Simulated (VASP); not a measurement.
**GaCo: single point with LDA**

The system is GaCo.

```xyz
2
Lattice="2.9709 0.0000 0.0000 0.0000 2.9709 0.0000 0.0000 0.0000 2.9709" Properties=species:S:1:pos:R:3 pbc="T T T"
Ga    1.4855    1.4855    1.4855
Co    0.0000    0.0000    0.0000
```

This cell differs from its parent crystal: volume scaled by 1.1.

* Program: VASP 6.6.1
* Task: single point
* Functional: LDA
* Potentials or basis: VASP PAW LDA potentials, release 64 (Ga_d, Co)
* Cutoff: 520 eV
* k mesh: 11 × 11 × 11
* Occupations: fermi-dirac, width 0.08 eV
* Spin: collinear spin, ferromagnetic start
* Starting moments: [0.0, 2.0] μB

* Pressure: -24.2 GPa
* Band gap on the k mesh: zero (filled and empty bands overlap)
* Net moment: 0.00 μB per cell
* Valence electrons inside the program's atomic spheres: Ga 11.67; Co 8.21

Levels at points of the mesh, in eV from the Fermi level:
Spin up:
| k point | band 9 | band 10 | band 11 | band 12 | band 13 | band 14 |
| --- | --- | --- | --- | --- | --- | --- |
| (0.00, 0.00, 0.00) | -0.58 | -0.58 | -0.58 | 4.89 | 4.89 | 4.89 |
Spin down:
```
           k point  band 9  band 10  band 11  band 12  band 13  band 14
(0.00, 0.00, 0.00)   -0.58    -0.58    -0.58     4.89     4.89     4.89
```

Wall time 35 s on 1 thread of Intel(R) Xeon(R) Platinum 8488C (Sapphire Rapids) (shared host), peak memory 0.17 GiB.

Caveat: the starting moments collapsed, and a magnetic state may lie lower.
